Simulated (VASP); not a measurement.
A run of VASP 6.6.1 is set up as follows.

File POSCAR:

```
NaCaI3
1.0
    6.3096746573      0.0000000000      0.0000000000
    0.0000000000      6.3096746573      0.0000000000
    0.0000000000      0.0000000000      6.0638489471
Na Ca I
1 1 3
Direct
    0.0000000000      0.0000000000      0.0000000000
    0.5000000000      0.5000000000      0.5000000000
    0.5000000000      0.5000000000      0.0000000000
    0.5000000000      0.0000000000      0.5000000000
    0.0000000000      0.5000000000      0.5000000000
```

Contents of INCAR.step1:

```
SYSTEM = NaCaI3
PREC     = Accurate       ! precision mode
ENCUT    = 520            ! plane-wave cutoff, eV
ISMEAR   = 0              ! smearing method
SIGMA    = 0.01           ! smearing width, eV
LREAL    = .FALSE.        ! projectors in reciprocal space
LASPH    = .TRUE.         ! aspherical terms in the spheres
NELM     = 60             ! most SCF steps
NBANDS   = 27             ! bands
GGA      = PE             ! functional
ALGO     = Normal         ! electronic algorithm
EDIFF    = 1E-4           ! SCF threshold, eV
LWAVE    = .TRUE.         ! write WAVECAR
LCHARG   = .FALSE.        ! write CHGCAR
```

INCAR.step2

```
SYSTEM = NaCaI3
PREC     = Accurate       ! precision mode
ENCUT    = 520            ! plane-wave cutoff, eV
EDIFF    = 1E-7           ! SCF threshold, eV
ISMEAR   = 0              ! smearing method
SIGMA    = 0.01           ! smearing width, eV
LREAL    = .FALSE.        ! projectors in reciprocal space
LASPH    = .TRUE.         ! aspherical terms in the spheres
NELM     = 60             ! most SCF steps
ALGO     = Normal         ! electronic algorithm
ISIF     = 2              ! what is computed and relaxed
LWAVE    = .FALSE.        ! write WAVECAR
LCHARG   = .TRUE.         ! write CHGCAR
METAGGA  = R2SCAN         ! meta-GGA
LMIXTAU  = .TRUE.       
LELF     = .TRUE.         ! ELF
LVHAR    = .TRUE.       
NBANDS   = 27             ! bands
ISTART   = 1
```

Contents of KPOINTS:

```
regular mesh
0
G
  4 4 4
  0 0 0
```

Potentials or basis: VASP PAW PBE potentials, release 64 (Na_pv, Ca_sv, I).

Run with:

```sh
$ cat potpaw_PBE.64/Na_pv/POTCAR potpaw_PBE.64/Ca_sv/POTCAR potpaw_PBE.64/I/POTCAR > POTCAR
$ cp INCAR.step1 INCAR
$ mpirun -np 1 vasp_std > vasp.out
$ cp INCAR.step2 INCAR
$ mpirun -np 1 vasp_std > vasp.out
```

(1) Estimate the pressure.

(2) What does it give for the band gap on the k mesh?

Results:

(1) -0.6 GPa.

(2) 3.08 eV, indirect (least direct gap 3.44 eV).

Caveat: the cell differs from its parent crystal (epitaxial xy strain +3.0%); the PAW data sets were made with another functional, which shifts forces and pressure a little; spin-orbit coupling is left out, which moves the levels of the heavy elements.
